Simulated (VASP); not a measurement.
A run of VASP 6.6.1 is set up as follows.

INCAR

```
PREC = Accurate
ENCUT = 520
EDIFF = 1E-7
ISMEAR = 0
SIGMA = 0.1
LREAL = False
LASPH = True
NELM = 150
ALGO = Normal
ISIF = 2
LWAVE = False
LCHARG = False
ISPIN = 2
MAGMOM = 2
LORBIT = 11
LMAXMIX = 4
GGA = PE
IVDW = 12
NBANDS = 15
```

File KPOINTS:

```
Automatic mesh
0
Gamma
  8 8 8
```

Contents of POSCAR:

```
Ni
1.0
    0.0000000000      1.7619350000      1.7619350000
    1.7619350000      0.0000000000      1.7619350000
    1.7619350000      1.7619350000      0.0000000000
Ni
1
Direct
    0.0000000000      0.0000000000      0.0000000000
```

Potentials or basis: VASP PAW PBE potentials, release 64 (Ni).

Launch:

```bash
$ cat potpaw_PBE.64/Ni/POTCAR > POTCAR
$ mpirun -np 1 vasp_std > vasp.out
```

Problem. Predict the net moment.

Solution. 0.70 μB per cell.

Problem. Estimate the site moments.

Solution. Ni +0.71 μB.

Problem. Estimate the pressure.

Solution. -7.5 GPa.

Caveat: the k points lie up to 0.39 Å⁻¹ apart; pairwise dispersion overbinds metals, which lowers pressure and volume.
